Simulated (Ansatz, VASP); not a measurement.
Two plane-wave programs on Ge

Contents of INCAR:

```
SYSTEM = Ge
PREC = Accurate
ENCUT = 600
EDIFF = 1E-7
ISMEAR = 0
SIGMA = 0.1
LREAL = .False.
LASPH = .True.
NELM = 60
ALGO = Normal
ISIF = 3
LWAVE = .False.
LCHARG = .False.
GGA = PS
IBRION = 2
NSW = 100
EDIFFG = -0.002
```

File KPOINTS:

```
Automatic mesh
0
Gamma
  12 12 12
  0 0 0
```

The input POSCAR:

```
Ge
1.0
    0.0000000000      2.8290000000      2.8290000000
    2.8290000000      0.0000000000      2.8290000000
    2.8290000000      2.8290000000      0.0000000000
Ge
2
Direct
    0.0000000000      0.0000000000      0.0000000000
    0.2500000000      0.2500000000      0.2500000000
```

Input for Ansatz:

```yaml
crystal:
  lattice:
    - [0.0, 2.829, 2.829]
    - [2.829, 0.0, 2.829]
    - [2.829, 2.829, 0.0]
  atoms:
    - { symbol: Ge, position: [0.0, 0.0, 0.0] }
    - { symbol: Ge, position: [0.25, 0.25, 0.25] }
basis:
  ecutwfc: 420
kpoints:
  mp_grid: { grid: [12, 12, 12] }
hamiltonian:
  xc: pbesol
scf:
  occupations: { method: gaussian, width: 0.1 }
output:
  forces: true
  stress: true
  eigenvalues: true
  write_density: true
  write_potential: true
  elf: true
  volumetric_format: npy
relax:
  adjacent_minimum: "off"
  f_tol: 0.002
  max_steps: 80
  cell: { stress_tol: 0.02 }
```

Alike in both runs: task relaxation of cell and atoms; functional PBEsol; k mesh 12 × 12 × 12; occupations gaussian, width 0.1 eV; no spin polarisation.

|  | VASP | Ansatz |
| --- | --- | --- |
| version | VASP 6.6.1 | Ansatz 0.2.0 |
| potentials or method | VASP PAW PBE potentials, release 64 (Ge_d), cutoff 600 eV | scalar-relativistic, plane waves, PAW |
| valence electrons in the cell | 28 | 28 |

|  | VASP | Ansatz | Ansatz less VASP |
| --- | --- | --- | --- |
| gap on the k mesh at the Fermi level, each at its own relaxed structure (eV) | none | none | - |
| relaxed volume (Å³/atom) | 22.84 | 22.85 | +0.017 |
| relaxed cell length with the largest relative difference (Å) | 4.012 | 4.013 | +0.0010 |

VASP's potentials were made for PBE, not for PBEsol. A gap of «none» marks a metal or a gap that the smearing closes.
